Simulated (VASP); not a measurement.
# AgCl (R-3m) in VASP: notebook, part 2 of 2

VASP 6.6.1. Earlier steps stand in the parts before.

## 4. Single point, PBEsol

This run uses another cell than the first one, of 18.97 Å³/atom, 1.027 times its volume.

Contents of INCAR:

```
SYSTEM = AgCl
ALGO = Normal
EDIFF = 1E-6
ENCUT = 520
GGA = PS
ISIF = 2
ISMEAR = 0
LASPH = .TRUE.
LCHARG = .FALSE.
LREAL = .FALSE.
LWAVE = .FALSE.
NBANDS = 16
NELM = 60
PREC = Accurate
SIGMA = 0.05
```

Contents of KPOINTS:

```
k-points
0
G
  12 12 12
  0 0 0
```

Contents of POSCAR:

```
AgCl
1.0
    3.3628765156     -0.0885875784     -0.0885875784
   -0.0885875784      3.3628765156     -0.0885875784
   -0.0885875784     -0.0885875784      3.3628765156
Ag Cl
1 1
Direct
    0.0000000000      0.0000000000      0.0000000000
    0.5000000000      0.5000000000      0.5000000000
```

Potentials or basis: VASP PAW PBE potentials, release 64 (Ag, Cl).

Started as:

```sh
$ cat potpaw_PBE.64/Ag/POTCAR potpaw_PBE.64/Cl/POTCAR > POTCAR
$ mpirun -np 1 vasp_std > vasp.out
```

OUTCAR:

```text
SYSTEM = AgCl
   EDIFF = 1E-6
   ENCUT = 520
   GGA = PS
   ISIF = 2
   ISMEAR = 0
   LASPH = .TRUE.
   LREAL = .FALSE.
   NELM = 60
   PREC = Accurate

 ion  position               nearest neighbor table
   1  0.000  0.000  0.000-   2 2.76   2 2.76   2 2.96   2 2.96   2 2.96   2 2.96   2 2.96   2 2.96

   2  0.500  0.500  0.500-   1 2.76   1 2.76   1 2.96   1 2.96   1 2.96   1 2.96   1 2.96   1 2.96

  LATTYP: Found a trigonal (rhomboedric) cell.
 ALAT       =     3.3652093512
 COS(alpha) =    -0.0519195955

  Lattice vectors:

 A1 = (   3.3628765156,  -0.0885875784,  -0.0885875784)
 A2 = (  -0.0885875784,   3.3628765156,  -0.0885875784)
 A3 = (  -0.0885875784,  -0.0885875784,   3.3628765156)

Analysis of symmetry for initial positions (statically):
=====================================================================
 Subroutine PRICEL returns:
 Original cell was already a primitive cell.

 Routine SETGRP: Setting up the symmetry group for a
 trigonal (rhombohedral) supercell.

 Subroutine GETGRP returns: Found 12 space group operations
 (whereof 12 operations were pure point group operations)
 out of a pool of 12 trial point group operations.
[... 158 lines left out ...]
  ext. energy  EPLUGINS =         0.00000000
  ---------------------------------------------------
  free energy    TOTEN  =        -5.82844161 eV

  energy without entropy =       -5.82844160  energy(sigma->0) =       -5.82844161

 E-fermi :   4.9681     XC(G=0): -10.9597

 val. band max:        4.8179378607   @ k =   0.5000   0.0000   0.0000
 cond. band min:       5.1093546948   @ k =   0.0000   0.0000   0.0000
 fundamental gap:      0.2914168341
 Fermi energy:         4.9681408526

 k-point     1 :       0.0000    0.0000    0.0000
  band No.  band energies     occupation
      1     -10.3885      2.00000
      2       1.5798      2.00000
      3       1.5798      2.00000
      4       2.5702      2.00000
      5       2.5986      2.00000
      6       2.6936      2.00000
[... 433 lines left out ...]
      3       1.1989      2.00000
      4       1.6822      2.00000
      5       1.8869      2.00000
      6       2.5999      2.00000
[... 8 lines left out ...]
     15      19.6516      0.00000
     16      21.3673      0.00000

 [... further k-points ...]
[... 5 lines left out ...]
  --------------------------------------------------------------------------------------
  -------------------------------------------------------------------------------------
  Total       -0.3402739     -0.3402739     -0.3402739     -0.1446476     -0.1446476     -0.1446476
  in kB      -14.3657215    -14.3657215    -14.3657215     -6.1067480     -6.1067480     -6.1067480
  external PRESSURE =     -14.3657215 kB  Pullay stress =       0.0000000 kB

 VOLUME and BASIS-vectors are now :
 -----------------------------------------------------------------------------
  energy-cutoff  :      520.00
  volume of cell :       37.95
      direct lattice vectors                 reciprocal lattice vectors
     3.362876516 -0.088587578 -0.088587578     0.297788951  0.008056834  0.008056834
    -0.088587578  3.362876516 -0.088587578     0.008056834  0.297788951  0.008056834
    -0.088587578 -0.088587578  3.362876516     0.008056834  0.008056834  0.297788951

 POSITION                                       TOTAL-FORCE (eV/Angst)
 -----------------------------------------------------------------------------------
      0.00000      0.00000      0.00000        -0.000000      0.000000     -0.000000
      1.59285      1.59285      1.59285         0.000000     -0.000000      0.000000
 -----------------------------------------------------------------------------------
    total drift:                               -0.000000      0.000000      0.000000

  FREE ENERGIE OF THE ION-ELECTRON SYSTEM (eV)
  ---------------------------------------------------
  free  energy   TOTEN  =        -5.8284416141 eV

  energy  without entropy=       -5.8284416025  energy(sigma->0) =       -5.82844161
```

stdout:

```text
POSCAR found type information on POSCAR AgCl
 POSCAR found :  2 types and       2 ions
 scaLAPACK will be used
 -----------------------------------------------------------------------------
|                                                                             |
|                                                                             |
|     You enforced a specific xc type in the INCAR file but a different       |
|     I HOPE YOU KNOW WHAT YOU ARE DOING!                                     |
|                                                                             |
 -----------------------------------------------------------------------------

 LDA part: xc-table for (Slater+PW92), standard interpolation
 POSCAR, INCAR and KPOINTS ok, starting setup
 FFT: planning ... GRIDC
 FFT: planning ... GRID_SOFT
 FFT: planning ... GRID
 WAVECAR not read
 entering main loop
```

It took 2.8 min on 1 thread of AMD EPYC, shared host; peak memory 0.21 GiB.

Results:

- Free energy: -5.8284 eV
- Pressure: -1.4 GPa
- Band gap on the k mesh: 0.29 eV, indirect (least direct gap 2.10 eV)

Caveat: the PAW data sets were made with another functional, which shifts forces and pressure a little. A k mesh can miss the band edges.

## 5. Single point, PBEsol

This run uses another cell than the first one, of 18.97 Å³/atom, 1.027 times its volume.

Contents of INCAR:

```
SYSTEM = AgCl
  PREC = Accurate
  ENCUT = 520
  EDIFF = 1E-7
  ISMEAR = 0
  SIGMA = 0.05
  LREAL = .FALSE.
  LASPH = .TRUE.
  NELM = 80
  ALGO = Normal
  ISIF = 2
  LWAVE = .FALSE.
  LCHARG = .FALSE.
  GGA = PS
  NBANDS = 16
```

Contents of KPOINTS:

```
regular mesh
0
G
  12 12 12
  0 0 0
```

Contents of POSCAR:

```
AgCl
1.0
    3.3629234858      0.0910666811      0.0910666811
    0.0910666811      3.3629234858      0.0910666811
    0.0910666811      0.0910666811      3.3629234858
Ag Cl
1 1
Direct
    0.0000000000      0.0000000000      0.0000000000
    0.5000000000      0.5000000000      0.5000000000
```

Started as:

```sh
$ cat potpaw_PBE.64/Ag/POTCAR potpaw_PBE.64/Cl/POTCAR > POTCAR
$ mpirun -np 1 vasp_std > vasp.out
```

It took 3 min on 1 thread of AMD EPYC, shared host; peak memory 0.21 GiB.

The run converged. Its results:

| Item | Value |
| --- | --- |
| Free energy | -5.8292 eV |
| Pressure | -1.5 GPa |
| Band gap on the k mesh | 0.31 eV, indirect (least direct gap 1.99 eV) |

Stress tensor (GPa, compression positive):
```
-1.50  0.68  0.68
 0.68 -1.50  0.68
 0.68  0.68 -1.50
```

Levels at points of the mesh, in eV from the valence-band top:
```csv
k point,band 5,band 6,band 7,band 8,band 9,band 10,band 11,band 12,band 13,band 14
"(0.00, 0.00, 0.00)",-2.16,-2.08,-2.04,-2.04,-1.68,0.31,9.09,9.09,13.10,14.15
"(0.50, 0.00, 0.00)",-2.99,-2.10,-1.68,-0.32,0.00,4.55,5.63,8.65,9.82,9.94
"(0.50, 0.50, 0.00)",-2.49,-2.47,-2.38,-1.78,-1.24,2.47,8.58,9.20,10.26,13.44
"(0.50, 0.50, 0.50)",-1.76,-1.76,-0.61,-0.20,-0.20,3.82,4.50,4.50,6.86,16.98
```

Caveat: the PAW data sets were made with another functional, which shifts forces and pressure a little. A k mesh can miss the band edges.

## 6. The runs side by side

```csv
cell,gap on the mesh (eV),pressure (GPa)
"a = 3.336 Å, angles 86.9°, 2 atoms",0.32,0.1
"a = 3.336 Å, angles 93.0°, 2 atoms",0.30,0.2
"a = 3.365 Å, angles 93.0°, 2 atoms",0.29,-1.4
"a = 3.365 Å, angles 86.9°, 2 atoms",0.31,-1.5
```

Alike in all rows: task single point; level PBEsol; potentials or basis VASP PAW PBE potentials, release 64 (Ag, Cl); no spin polarisation; k mesh 12 × 12 × 12; cutoff (eV) 520; smearing gaussian 0.05 eV.

Caveats: the PAW data sets were made with another functional, which shifts forces and pressure a little.

Total energies depend on the potentials used, so only differences within one code and one set of settings carry meaning.
